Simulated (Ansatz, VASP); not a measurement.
**S in VASP and in Ansatz**

The input INCAR:

```
SYSTEM = S
PREC = Accurate ; ENCUT = 520
EDIFF = 1E-6 ; ISMEAR = -1
SIGMA = 0.08 ; LREAL = .FALSE.
LASPH = .TRUE. ; NELM = 100
ALGO = Normal ; ISIF = 2
LWAVE = .FALSE. ; LCHARG = .FALSE.
NBANDS = 9
```

File KPOINTS:

```
regular mesh
0
G
  16 16 16
  0 0 0
```

Contents of POSCAR:

```
S
1.0
    0.0000000000      1.6410954991      1.6410954991
    1.6410954991      0.0000000000      1.6410954991
    1.6410954991      1.6410954991      0.0000000000
S
1
Direct
    0.0000000000      0.0000000000      0.0000000000
```

Input for Ansatz:

```yaml
crystal:
  lattice:
    - [0.0, 1.6410954991, 1.6410954991]
    - [1.6410954991, 0.0, 1.6410954991]
    - [1.6410954991, 1.6410954991, 0.0]
  atoms:
    - { symbol: S, position: [0.0, 0.0, 0.0] }
kpoints:
  mp_grid: { grid: [16, 16, 16] }
scf:
  occupations: { method: fermi_dirac, width: 0.08 }
hamiltonian:
  xc: lda
  pseudopotentials: { kind: paw }
output:
  forces: true
  stress: true
  eigenvalues: true
  populations: true
  write_density: true
  write_potential: true
  elf: true
  volumetric_format: npy
```

Change from the starting cell: volume scaled by 0.6, PAW files.

Alike in both runs: task single point; functional LDA; k mesh 16 × 16 × 16; occupations fermi-dirac, width 0.08 eV; no spin polarisation.

|  | VASP | Ansatz |
| --- | --- | --- |
| version | VASP 6.6.1 | Ansatz 0.2.0 |
| potentials or method | VASP PAW LDA potentials, release 64 (S) | PAW with Ansatz's default frozen-core files, scalar-relativistic |
| plane-wave cutoff (eV) | 520 | 420 |
| valence electrons in the cell | 6 | 6 |

|  | VASP | Ansatz | Ansatz less VASP |
| --- | --- | --- | --- |
| pressure (GPa) | 137.3 | 138.9 | +1.55 |

LDA's correlation is that of Perdew and Zunger in VASP and of Perdew and Wang (1992) in Ansatz. Both programs put the cell under a high pressure, so it lies far from rest at this level.

Noted on VASP's run: the cell as given lies far from equilibrium.
